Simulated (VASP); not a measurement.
Write the native input for VASP 6.6.1 that does the following.

| Item | Value |
| --- | --- |
| Task | single point |
| Functional | PBE |
| Potentials or basis | VASP PAW PBE potentials, release 64 (Zn, S) |
| Cutoff | 520 eV |
| k mesh | 8 × 8 × 5 |
| Occupations | fermi-dirac, width 0.03 eV |
| Spin | no spin polarisation |
| Dipole correction | no |
| Further INCAR settings | ALGO = Normal; EDIFF = 1e-06; NBANDS = 26 |

The structure of ZnS lies in POSCAR:

```
ZnS
1.0
    3.8362379197      0.0000000000      0.0000000000
   -1.9181189598      3.3222794933      0.0000000000
    0.0000000000      0.0000000000      6.2752859714
Zn S
2 2
Direct
    0.3333333333      0.6666666667      0.0000000000
    0.6666666667      0.3333333333      0.5000000000
    0.3333333333      0.6666666667      0.3850000000
    0.6666666667      0.3333333333      0.8850000000
```

One way to write it, as run:

INCAR

```
PREC = Accurate
ENCUT = 520
EDIFF = 1E-6
ISMEAR = -1
SIGMA = 0.03
LREAL = F
LASPH = T
NELM = 60
ALGO = Normal
ISIF = 2
LWAVE = F
LCHARG = F
GGA = PE
NBANDS = 26
```

KPOINTS

```
regular mesh
0
Gamma
  8 8 5
```

Potentials or basis: VASP PAW PBE potentials, release 64 (Zn, S).

Run with:

```console
$ cat potpaw_PBE.64/Zn/POTCAR potpaw_PBE.64/S/POTCAR > POTCAR
$ mpirun -np 1 vasp_std > vasp.out
```

It gave:

```yaml
Pressure: 1.0 GPa
Largest_force: 0.299 eV/Å
Band_gap_on_the_k_mesh: 2.16 eV
```

Wall time 52 s on 1 thread of AMD EPYC 7R43 64-Core Processor (Zen 3) (shared host), peak memory 0.19 GiB.
